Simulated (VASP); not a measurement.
A run of VASP 6.6.1 is set up as follows.

INCAR

```
SYSTEM = SnO
PREC = Accurate
ENCUT = 520
EDIFF = 1E-7
ISMEAR = 0
SIGMA = 0.15
LREAL = .FALSE.
LASPH = .TRUE.
NELM = 80
ALGO = Normal
ISIF = 2
LWAVE = .FALSE.
LCHARG = .FALSE.
NBANDS = 28
```

The input KPOINTS:

```
Automatic mesh
0
G
  12 12 10
  0 0 0
```

Contents of POSCAR:

```
SnO
1.0
    3.5374952040      0.0000000000      0.0000000000
    0.0000000000      3.5374952040      0.0000000000
    0.0000000000      0.0000000000      4.6450849523
Sn O
2 2
Direct
    0.0000000000      0.5000000000      0.2457459271
    0.5000000000      0.0000000000      0.7542540729
    0.0000000000      0.0000000000      0.0000000000
    0.5000000000      0.5000000000      0.0000000000
```

Potentials or basis: VASP PAW LDA potentials, release 64 (Sn_d, O).

Run with:

```sh
$ cat potpaw_LDA.64/Sn_d/POTCAR potpaw_LDA.64/O/POTCAR > POTCAR
$ mpirun -np 1 vasp_std > vasp.out
```

Question: What does it give for the pressure?

Answer: 20.1 GPa.

Question: What does it give for the largest force?

Answer: 2.171 eV/Å.

Forces in eV/Å, atoms in the order of the input:
```
Sn   0.000  0.000  2.171
Sn   0.000  0.000 -2.171
O    0.000  0.000  0.000
O    0.000  0.000  0.000
```

Caveat: the cell stands under pressure; forces of over 1 eV/Å act on the atoms, so gaps and moduli don't describe the material at rest.
